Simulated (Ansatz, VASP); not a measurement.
**Nb4H in VASP and in Ansatz**

```xyz
5
Lattice="2.9270 0.0000 0.0000 0.0000 4.1394 0.0000 0.0000 0.0000 21.2577" Properties=species:S:1:pos:R:3 pbc="T T T"
Nb    1.4635    2.0697    4.0000
Nb    0.0000    0.0000    5.4635
Nb    1.4635    2.0697    7.0286
Nb    0.0000    0.0000    8.2577
H     0.0000    1.3798   10.3677
```

Alike in both runs: task single point; functional LDA; k mesh 9 × 7 × 1; occupations gaussian, width 0.1 eV; no spin polarisation.

|  | VASP | Ansatz |
| --- | --- | --- |
| version | VASP 6.6.1 | Ansatz 0.2.0 |
| potentials or method | VASP PAW LDA potentials, release 64 (Nb_sv, H), cutoff 520 eV | scalar-relativistic, plane waves, PAW |
| valence electrons in the cell | 53 | 53 |

VASP gave:

- gap on the k mesh at the Fermi level (eV): none
- rms of the force components (eV/Å): 0.818

Q: Which values does Ansatz return?

A: gap on the k mesh at the Fermi level (eV): none; rms of the force components (eV/Å): 0.817.

LDA's correlation is that of Perdew and Zunger in VASP and of Perdew and Wang (1992) in Ansatz. Atom by atom the forces differ by 0.001 eV/Å (rms over components). A gap of «none» marks a metal or a gap that the smearing closes.
